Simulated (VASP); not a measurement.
# MoSe (Pm-3m) in VASP: notebook

MoSe is run at these levels: r2SCAN, HSE06; tasks: single point.

All numbers are computed with VASP 6.6.1; they aren't measurements. Logs are shortened: lines on timing, memory, paths and dates and some standing lists are left out, and cuts for length are marked.

**1. The cell of the first run**

Symmetry: Pm-3m, No. 221, cubic system. The conventional cell has a = 3.500 Å, b = 3.500 Å, c = 3.500 Å, α = 90.00°, β = 90.00°, γ = 90.00°. Mo (site symmetry m-3m) has 8 Se at 3.03 Å and 6 Mo at 3.50 Å within 4.0 Å. Se (site symmetry m-3m) has 8 Mo at 3.03 Å and 6 Se at 3.50 Å within 4.0 Å.

**2. Single point, r2SCAN**

POSCAR

```
MoSe
1.0
    3.5002295900      0.0000000000      0.0000000000
    0.0000000000      3.5002295900      0.0000000000
    0.0000000000      0.0000000000      3.5002295900
Mo Se
1 1
Direct
    0.0000000000      0.0000000000      0.0000000000
    0.5000000000      0.5000000000      0.5000000000
```

INCAR.step1

```
PREC = Accurate
ENCUT = 520
ISMEAR = 0
SIGMA = 0.05
LREAL = False
LASPH = True
NELM = 100
NBANDS = 17
GGA = PE
ALGO = Normal
EDIFF = 1E-4
LWAVE = True
LCHARG = False
```

INCAR.step2

```
PREC = Accurate
ENCUT = 520
EDIFF = 1E-6
ISMEAR = 0
SIGMA = 0.05
LREAL = False
LASPH = True
NELM = 100
ALGO = Normal
ISIF = 2
LWAVE = False
LCHARG = False
METAGGA = R2SCAN
LMIXTAU = True
NBANDS = 17
ISTART = 1
```

KPOINTS

```
regular mesh
0
Gamma
  10 10 10
```

Potentials or basis: VASP PAW PBE potentials, release 64 (Mo_sv, Se).

Command:

```sh
$ cat potpaw_PBE.64/Mo_sv/POTCAR potpaw_PBE.64/Se/POTCAR > POTCAR
$ cp INCAR.step1 INCAR
$ mpirun -np 1 vasp_std > vasp.out
$ cp INCAR.step2 INCAR
$ mpirun -np 1 vasp_std > vasp.out
```

OUTCAR:

```text
PREC = Accurate
   ENCUT = 520
   EDIFF = 1E-6
   ISMEAR = 0
   LREAL = False
   LASPH = True
   NELM = 100
   ISIF = 2
   METAGGA = R2SCAN
   ISTART = 1

 ion  position               nearest neighbor table
   1  0.000  0.000  0.000-   2 3.03   2 3.03   2 3.03   2 3.03   2 3.03   2 3.03   2 3.03   2 3.03

   2  0.500  0.500  0.500-   1 3.03   1 3.03   1 3.03   1 3.03   1 3.03   1 3.03   1 3.03   1 3.03

  LATTYP: Found a simple cubic cell.
 ALAT       =     3.5002295900

  Lattice vectors:

 A1 = (   3.5002295900,   0.0000000000,   0.0000000000)
 A2 = (   0.0000000000,   3.5002295900,   0.0000000000)
 A3 = (   0.0000000000,   0.0000000000,   3.5002295900)

Analysis of symmetry for initial positions (statically):
=====================================================================
 Subroutine PRICEL returns:
 Original cell was already a primitive cell.

 Routine SETGRP: Setting up the symmetry group for a
 simple cubic supercell.

 Subroutine GETGRP returns: Found 48 space group operations
 (whereof 48 operations were pure point group operations)
 out of a pool of 48 trial point group operations.

The static configuration has the point symmetry O_h .

Analysis of symmetry for dynamics (positions and initial velocities):
=====================================================================
 Subroutine PRICEL returns:
 Original cell was already a primitive cell.

 Routine SETGRP: Setting up the symmetry group for a
 simple cubic supercell.

 Subroutine GETGRP returns: Found 48 space group operations
 (whereof 48 operations were pure point group operations)
 out of a pool of 48 trial point group operations.

The dynamic configuration has the point symmetry O_h .

 Subroutine INISYM returns: Found 48 space group operations
 (whereof 48 operations are pure point group operations),
 and found     1 'primitive' translations

----------------------------------------------------------------------------------------

                                     Primitive cell

  volume of cell :      42.8834

  direct lattice vectors                    reciprocal lattice vectors
     3.500229590  0.000000000  0.000000000     0.285695545  0.000000000  0.000000000
     0.000000000  3.500229590  0.000000000     0.000000000  0.285695545  0.000000000
     0.000000000  0.000000000  3.500229590     0.000000000  0.000000000  0.285695545

  length of vectors
     3.500229590  3.500229590  3.500229590     0.285695545  0.285695545  0.285695545

  position of ions in fractional coordinates (direct lattice)
     0.000000000  0.000000000  0.000000000
     0.500000000  0.500000000  0.500000000

  ion indices of the primitive-cell ions
   primitive index   ion index
                 1           1
                 2           2

----------------------------------------------------------------------------------------

 KPOINTS: regular mesh

Automatic generation of k-mesh.
 Grid dimensions read from file:
 generate k-points for:   10   10   10

 Generating k-lattice:

  Cartesian coordinates                     Fractional coordinates (reciprocal lattice)
     0.028569554  0.000000000  0.000000000     0.100000000  0.000000000  0.000000000
     0.000000000  0.028569554  0.000000000     0.000000000  0.100000000  0.000000000
     0.000000000  0.000000000  0.028569554     0.000000000  0.000000000  0.100000000

  Length of vectors
     0.028569554  0.028569554  0.028569554

  Shift w.r.t. Gamma in fractional coordinates (k-lattice)
     0.000000000  0.000000000  0.000000000

 Subroutine IBZKPT returns following result:
 ===========================================

 Found     56 irreducible k-points:

 Following reciprocal coordinates:
            Coordinates               Weight
  0.000000  0.000000  0.000000      1.000000
  0.100000  0.000000  0.000000      6.000000
  0.200000  0.000000  0.000000      6.000000
  0.300000  0.000000  0.000000      6.000000
  0.400000  0.000000  0.000000      6.000000
  0.500000  0.000000  0.000000      3.000000
[... 16 lines left out ...]
  0.200000  0.100000  0.100000     24.000000
  0.300000  0.100000  0.100000     24.000000
 [... further k-points ...]
   k-points           NKPTS =     56   k-points in BZ     NKDIM =     56   number of bands    NBANDS=     17
   number of dos      NEDOS =    301   number of ions     NIONS =      2
   total plane-waves  NPLWV =  21952
   dimension x,y,z NGX =    28 NGY =   28 NGZ =   28
   dimension x,y,z NGXF=    56 NGYF=   56 NGZF=   56
   ions per type =               1   1
   NGX,Y,Z   is equivalent  to a cutoff of  13.30, 13.30, 13.30 a.u.
   NGXF,Y,Z  is equivalent  to a cutoff of  26.60, 26.60, 26.60 a.u.
 SYSTEM =  unknown system
   PREC   = accura    normal or accurate (medium, high low for compatibility)
   ISTART =      1    job   : 0-new  1-cont  2-samecut
   ICHARG =      0    charge: 1-file 2-atom 10-const
   ISPIN  =      1    spin polarized calculation?
   LNONCOLLINEAR =      F non collinear calculations
   LSORBIT =      F    spin-orbit coupling
   LASPH  =      T    aspherical Exc in radial PAW
   ENCUT  =  520.0 eV  38.22 Ry    6.18 a.u.   6.51  6.51  6.51*2*pi/ulx,y,z
   NELM   =    100;   NELMIN=  2; NELMDL=  0     # of ELM steps
   EDIFF  = 0.1E-05   stopping-criterion for ELM
   LREAL  =      F    real-space projection
   EDIFFG = 0.1E-04   stopping-criterion for IOM
   NSW    =      0    number of steps for IOM
   IBRION =     -1    ionic relax: 0-MD 1-quasi-New 2-CG
   NFREE  =      0    steps in history (QN), initial steepest desc. (CG)
   ISIF   =      2    stress and relaxation
   ISYM   =      2    0-nonsym 1-usesym 2-fastsym
   POTIM  = 0.5000    time-step for ionic-motion
   TEBEG  =    0.0;   TEEND  =   0.0 temperature during run
   PSTRESS=    0.0 pullay stress
   NELECT =      20.0000    total number of electrons
   NUPDOWN=      -1.0000    fix difference up-down
   EMIN   =  10.00;   EMAX   =-10.00  energy-range for DOS
   EFERMI =   0.00;   METHOD = LEGACY
   ISMEAR =     0;   SIGMA  =   0.05  broadening in eV -4-tet -1-fermi 0-gaus
   EFERMI_NEDOS =   21; number of points for ismear=-14 and -15
   IALGO  =     38    algorithm
   IMIX   =      4    mixing-type and parameters
     AMIX     =   0.40;   BMIX     =  1.00
     AMIX_MAG =   1.60;   BMIX_MAG =  1.00
  volume/ion in A,a.u.               =      21.44       144.70
  Fermi-wavevector in a.u.,A,eV,Ry     =   1.269565  2.399130 21.929809  1.611795
  Thomas-Fermi vector in A             =   2.402599
   LORBIT       =      0    0 simple, 1 ext, 2 COOP (PROOUT), +10 PAW based schemes
   METAGGA = R2SCAN    functional components
   LHFCALC =     F    Hartree Fock is set to
   AEXX    =    0.0000 exact exchange contribution
   IVDW    =     0    specifies the selected vdW correction
   LEPSILON=     F    determine dielectric tensor
   LRPA    =     F    only Hartree local field effects (RPA)
 non-spin polarized calculation
 Gauss-broadening in eV      SIGMA  =   0.05
  energy-cutoff  :      520.00
  volume of cell :       42.88
 maximum number of plane-waves:      1189
 NGX is ok and might be reduce to    28
   NGX = 13   NGY = 13   NGZ = 13

 number of electron      20.0000003 magnetization

 Free energy of the ion-electron system (eV)
  ---------------------------------------------------
  ext. energy  EPLUGINS =         0.00000000
  ---------------------------------------------------
  free energy    TOTEN  =       -38.65295162 eV

  energy without entropy =      -38.64718775  energy(sigma->0) =      -38.65006969

 E-fermi :   6.9344     XC(G=0): -11.6511

 val. band max:        6.9325374180   @ k =   0.3000   0.3000   0.2000
 cond. band min:       6.9590337822   @ k =   0.4000   0.2000   0.2000
 fundamental gap:      0.0264963643
 Fermi energy:         6.9344465120

 k-point     1 :       0.0000    0.0000    0.0000
  band No.  band energies     occupation
      1     -56.3895      2.00000
      2     -29.6690      2.00000
      3     -29.6690      2.00000
      4     -29.6690      2.00000
      5      -8.1359      2.00000
      6       4.6468      2.00000
[... 9 lines left out ...]
     16      15.7133      0.00000
     17      21.6654      0.00000

 k-point     2 :       0.1000    0.0000    0.0000
  band No.  band energies     occupation
      1     -56.3891      2.00000
      2     -29.6774      2.00000
      3     -29.6683      2.00000
      4     -29.6683      2.00000
      5      -8.0616      2.00000
      6       3.8046      2.00000
[... 9 lines left out ...]
     16      15.9729      0.00000
     17      20.2232      0.00000

 k-point     3 :       0.2000    0.0000    0.0000
  band No.  band energies     occupation
      1     -56.3878      2.00000
      2     -29.6995      2.00000
      3     -29.6664      2.00000
      4     -29.6664      2.00000
      5      -7.8557      2.00000
      6       2.4739      2.00000
[... 9 lines left out ...]
     16      16.5165      0.00000
     17      18.3841      0.00000

 k-point     4 :       0.3000    0.0000    0.0000
  band No.  band energies     occupation
      1     -56.3862      2.00000
      2     -29.7266      2.00000
      3     -29.6641      2.00000
      4     -29.6641      2.00000
      5      -7.5732      2.00000
      6       1.2607      2.00000
[... 9 lines left out ...]
     16      16.1238      0.00000
     17      16.8259      0.00000

 k-point     5 :       0.4000    0.0000    0.0000
  band No.  band energies     occupation
      1     -56.3849      2.00000
      2     -29.7485      2.00000
      3     -29.6622      2.00000
      4     -29.6622      2.00000
      5      -7.3146      2.00000
      6       0.4121      2.00000
[... 9 lines left out ...]
     16      14.9436      0.00000
     17      15.7195      0.00000

 k-point     6 :       0.5000    0.0000    0.0000
  band No.  band energies     occupation
      1     -56.3845      2.00000
      2     -29.7568      2.00000
      3     -29.6615      2.00000
      4     -29.6615      2.00000
      5      -7.2066      2.00000
      6       0.1034      2.00000
[... 9 lines left out ...]
     16      14.3580      0.00000
     17      15.3004      0.00000

 k-point     7 :       0.1000    0.1000    0.0000
  band No.  band energies     occupation
      1     -56.3886      2.00000
      2     -29.6770      2.00000
      3     -29.6764      2.00000
      4     -29.6676      2.00000
      5      -7.9898      2.00000
      6       3.7541      2.00000
[... 9 lines left out ...]
     16      15.9916      0.00000
     17      18.8382      0.00000

 k-point     8 :       0.2000    0.1000    0.0000
  band No.  band energies     occupation
      1     -56.3873      2.00000
      2     -29.6987      2.00000
      3     -29.6747      2.00000
      4     -29.6657      2.00000
      5      -7.7911      2.00000
      6       2.5166      2.00000
[... 9 lines left out ...]
     16      16.4410      0.00000
     17      17.2894      0.00000
[... 203 lines left out ...]
      1     -56.3804      2.00000
      2     -29.7392      2.00000
      3     -29.7385      2.00000
      4     -29.6560      2.00000
      5      -6.8709      2.00000
      6       1.6997      2.00000
[... 9 lines left out ...]
     16      16.3690      0.00000
     17      17.7329      0.00000

 k-point    20 :       0.5000    0.4000    0.0000
  band No.  band energies     occupation
      1     -56.3799      2.00000
      2     -29.7469      2.00000
      3     -29.7378      2.00000
      4     -29.6553      2.00000
      5      -6.8179      2.00000
      6       1.6769      2.00000
[... 9 lines left out ...]
     16      16.3164      0.00000
     17      17.4849      0.00000

 k-point    21 :       0.5000    0.5000    0.0000
  band No.  band energies     occupation
      1     -56.3794      2.00000
      2     -29.7458      2.00000
      3     -29.7458      2.00000
      4     -29.6547      2.00000
      5      -6.7719      2.00000
      6       1.9544      2.00000
[... 9 lines left out ...]
     16      15.9564      0.00000
     17      17.0722      0.00000

 k-point    22 :       0.1000    0.1000    0.1000
  band No.  band energies     occupation
      1     -56.3881      2.00000
      2     -29.6766      2.00000
      3     -29.6756      2.00000
      4     -29.6756      2.00000
      5      -7.9202      2.00000
      6       3.7713      2.00000
[... 9 lines left out ...]
     16      15.8314      0.00000
     17      18.1099      0.00000

 k-point    23 :       0.2000    0.1000    0.1000
  band No.  band energies     occupation
      1     -56.3868      2.00000
      2     -29.6979      2.00000
      3     -29.6743      2.00000
      4     -29.6737      2.00000
      5      -7.7279      2.00000
      6       2.5756      2.00000
[... 9 lines left out ...]
     16      16.3438      0.00000
     17      17.0371      0.00000

 k-point    24 :       0.3000    0.1000    0.1000
  band No.  band energies     occupation
      1     -56.3853      2.00000
      2     -29.7248      2.00000
      3     -29.6719      2.00000
      4     -29.6713      2.00000
      5      -7.4657      2.00000
      6       1.4367      2.00000
[... 9 lines left out ...]
     16      15.0931      0.00000
     17      16.4497      0.00000

 [... further k-points ...]

------------------------ aborting loop because EDIFF is reached ----------------------------------------

  FORCE on cell =-STRESS in cart. coord.  units (eV):
  Direction    XX          YY          ZZ          XY          YZ          ZX
  --------------------------------------------------------------------------------------
  -------------------------------------------------------------------------------------
  Total       -7.5026835     -7.5026835     -7.5026835      0.0000000      0.0000000      0.0000000
  in kB     -280.3093690   -280.3093690   -280.3093690      0.0000000      0.0000000      0.0000000
  external PRESSURE =    -280.3093690 kB  Pullay stress =       0.0000000 kB

 VOLUME and BASIS-vectors are now :
 -----------------------------------------------------------------------------
  energy-cutoff  :      520.00
  volume of cell :       42.88
      direct lattice vectors                 reciprocal lattice vectors
     3.500229590  0.000000000  0.000000000     0.285695545  0.000000000  0.000000000
     0.000000000  3.500229590  0.000000000     0.000000000  0.285695545  0.000000000
     0.000000000  0.000000000  3.500229590     0.000000000  0.000000000  0.285695545

 POSITION                                       TOTAL-FORCE (eV/Angst)
 -----------------------------------------------------------------------------------
      0.00000      0.00000      0.00000         0.000000      0.000000      0.000000
      1.75011      1.75011      1.75011         0.000000      0.000000      0.000000
 -----------------------------------------------------------------------------------
    total drift:                               -0.000000      0.000000     -0.000000

  FREE ENERGIE OF THE ION-ELECTRON SYSTEM (eV)
  ---------------------------------------------------
  free  energy   TOTEN  =       -38.6529516241 eV

  energy  without entropy=      -38.6471877496  energy(sigma->0) =      -38.65006969
```

Run time: 2.7 min. Hardware: 1 thread of Intel Xeon Platinum 8259CL at 2.50GHz (Skylake/Cascade Lake), shared host; peak memory 0.19 GiB.

What came out:

| Quantity | Value |
| --- | --- |
| Free energy | -38.6530 eV |
| Pressure | -28.0 GPa |
| Band gap on the k mesh | zero (bands 10 and 11 overlap by 1.76 eV) |

Caveat: the cell stands under tension; the PAW data sets were made with another functional, which shifts forces and pressure a little.

**3. Single point, r2SCAN**

POSCAR is that of step 2.

INCAR.step1

```
SYSTEM = MoSe
PREC = Accurate ; ENCUT = 520
ISMEAR = 0 ; SIGMA = 0.05
LREAL = .False. ; LASPH = .True.
NELM = 60 ; NBANDS = 17
GGA = PE ; ALGO = Normal
EDIFF = 1E-4 ; LWAVE = .True.
LCHARG = .False.
```

INCAR.step2

```
SYSTEM = MoSe
PREC = Accurate ; ENCUT = 520
EDIFF = 1E-6 ; ISMEAR = 0
SIGMA = 0.05 ; LREAL = .False.
LASPH = .True. ; NELM = 60
ALGO = Normal ; ISIF = 2
LWAVE = .False. ; LCHARG = .False.
METAGGA = R2SCAN ; LMIXTAU = .True.
NBANDS = 17 ; ISTART = 1
```

KPOINTS

```
regular mesh
0
Gamma
  12 12 12
  0 0 0
```

Potentials or basis: VASP PAW PBE potentials, release 64 (Mo_sv, Se).

Command:

```sh
$ cat potpaw_PBE.64/Mo_sv/POTCAR potpaw_PBE.64/Se/POTCAR > POTCAR
$ cp INCAR.step1 INCAR
$ mpirun -np 1 vasp_std > vasp.out
$ cp INCAR.step2 INCAR
$ mpirun -np 1 vasp_std > vasp.out
```

Wall time 3.4 min (1 thread of Intel Xeon Platinum 8259CL at 2.50GHz (Skylake/Cascade Lake), shared host); peak memory 0.21 GiB.

It converged, with:

```
Free energy            : -38.6560 eV
Pressure               : -28.2 GPa
Band gap on the k mesh : zero (bands 10 and 11 overlap by 1.77 eV)
```

Levels at points of the mesh, in eV from the Fermi level:
```tsv
k point	band 7	band 8	band 9	band 10	band 11	band 12	band 13	band 14
(0.00, 0.00, 0.00)	-2.26	-1.82	-1.82	-1.82	0.46	0.46	0.46	1.13
(0.50, 0.00, 0.00)	-2.83	-2.83	-1.75	0.64	1.05	2.54	2.54	4.46
(0.50, 0.50, 0.00)	-4.95	-2.15	-0.73	-0.45	-0.45	-0.14	1.26	3.52
(0.50, 0.50, 0.50)	-5.55	-5.55	1.32	1.32	2.83	2.83	2.83	2.93
```

Caveat: the cell stands under tension; the PAW data sets were made with another functional, which shifts forces and pressure a little.

(Continued in part 2 of 2.)
